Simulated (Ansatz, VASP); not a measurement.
**RbBr in VASP and in Ansatz**

The input INCAR:

```
SYSTEM = RbBr
PREC = Accurate
ENCUT = 500
EDIFF = 1E-6
ISMEAR = 0
SIGMA = 0.1
LREAL = .FALSE.
LASPH = .TRUE.
NELM = 120
ALGO = Normal
ISIF = 2
LWAVE = .FALSE.
LCHARG = .FALSE.
NBANDS = 15
GGA_COMPAT = .FALSE.
```

File KPOINTS:

```
regular mesh
0
G
  4 4 4
  0 0 0
```

Contents of POSCAR:

```
RbBr
1.0
    0.0000000000      3.4275000000      3.4275000000
    3.4275000000      0.0000000000      3.4275000000
    3.4275000000      3.4275000000      0.0000000000
Rb Br
1 1
Direct
    0.0000000000      0.0000000000      0.0000000000
    0.5000000000      0.5000000000      0.5000000000
```

Input for Ansatz:

```yaml
crystal:
  lattice:
    - [0.0, 3.4275, 3.4275]
    - [3.4275, 0.0, 3.4275]
    - [3.4275, 3.4275, 0.0]
  atoms:
    - { symbol: Rb, position: [0.0, 0.0, 0.0] }
    - { symbol: Br, position: [0.5, 0.5, 0.5] }
basis:
  ecutwfc: 420
kpoints:
  mp_grid: { grid: [4, 4, 4] }
hamiltonian:
  xc: lda
scf:
  occupations: { method: gaussian, width: 0.1 }
output:
  forces: true
  stress: true
  eigenvalues: true
```

Alike in both runs: task single point; functional LDA; k mesh 4 × 4 × 4; occupations gaussian, width 0.1 eV; no spin polarisation.

|  | VASP | Ansatz |
| --- | --- | --- |
| version | VASP 6.6.1 | Ansatz 0.2.0 |
| potentials or method | VASP PAW LDA potentials, release 64 (Rb_sv, Br), cutoff 500 eV | scalar-relativistic, plane waves, PAW |
| valence electrons in the cell | 16 | 16 |

```tsv
	VASP	Ansatz	Ansatz less VASP
gap on the k mesh at the Fermi level (eV)	3.96	3.95	-0.010
least direct gap on the mesh (eV)	3.96	3.95	-0.010
pressure (GPa)	-1.2	-1.2	-0.03
```

LDA's correlation is that of Perdew and Zunger in VASP and of Perdew and Wang (1992) in Ansatz.
